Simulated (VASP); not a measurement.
Set up this calculation in VASP 6.6.1, as the native input.

- Task: density of states
- Functional: PBEsol
- Potentials or basis: VASP PAW PBE potentials, release 64 (Ta_pv, N)
- Cutoff: 520 eV
- k mesh: 10 × 10 × 9
- Occupations: fermi-dirac, width 0.05 eV
- Spin: no spin polarisation
- Hubbard terms: Ta d U = 6.0 eV
- Dipole correction: no
- k mesh for the DOS: 15 × 15 × 14
- Occupations for the DOS: tetrahedron
- Further INCAR settings: ALGO = Normal; EDIFF = 1e-06; NBANDS = 15

TaN:

```
Ta N
1.0
     2.93800    0.00000    0.00000
    -1.46900    2.54438    0.00000
     0.00000    0.00000    2.88300
Ta N
1 1
Cartesian
  0.0000 0.0000 1.4415
  1.4690 0.8481 0.0000
```

The input as run:

POSCAR

```
TaN
1.0
    2.9380000000      0.0000000000      0.0000000000
   -1.4690000000      2.5443826363      0.0000000000
    0.0000000000      0.0000000000      2.8830000000
Ta N
1 1
Direct
    0.0000000000      0.0000000000      0.5000000000
    0.6666666667      0.3333333333      0.0000000000
```

INCAR.step1

```
ALGO = Normal
EDIFF = 1E-6
ENCUT = 520
GGA = PS
ISIF = 2
ISMEAR = -1
LASPH = True
LCHARG = True
LDAU = True
LDAUJ = 0 0
LDAUL = 2 -1
LDAUPRINT = 1
LDAUTYPE = 2
LDAUU = 6 0
LMAXMIX = 4
LREAL = False
LWAVE = False
NBANDS = 15
NELM = 150
PREC = Accurate
SIGMA = 0.05
```

KPOINTS.step1

```
k-points
0
Gamma
  10 10 9
```

INCAR.step2

```
ALGO = Normal
EDIFF = 1E-6
ENCUT = 520
GGA = PS
ICHARG = 11
ISIF = 2
ISMEAR = -5
LASPH = True
LCHARG = False
LDAU = True
LDAUJ = 0 0
LDAUL = 2 -1
LDAUPRINT = 1
LDAUTYPE = 2
LDAUU = 6 0
LMAXMIX = 4
LORBIT = 11
LREAL = False
LWAVE = False
NBANDS = 15
NEDOS = 1001
NELM = 150
PREC = Accurate
SIGMA = 0.05
```

KPOINTS.step2

```
k-points
0
Gamma
  15 15 14
```

Potentials or basis: VASP PAW PBE potentials, release 64 (Ta_pv, N).

Run with:

```sh
$ cat potpaw_PBE.64/Ta_pv/POTCAR potpaw_PBE.64/N/POTCAR > POTCAR
$ cp INCAR.step1 INCAR
$ cp KPOINTS.step1 KPOINTS
$ mpirun -np 1 vasp_std > vasp.out
$ cp INCAR.step2 INCAR
$ cp KPOINTS.step2 KPOINTS
$ mpirun -np 1 vasp_std > vasp.out
```

Results of the run:

```json
{
  "Valence electrons inside the program's atomic spheres": "Ta 8.84; N 3.76"
}
```

Caveat: spin-orbit coupling is left out, which moves the levels of the heavy elements; U without spin polarisation on a metal has little footing.

Wall time 33 s on 1 thread of Intel(R) Xeon(R) 6975P-C (Granite Rapids), with other jobs on the host, peak memory 0.19 GiB.
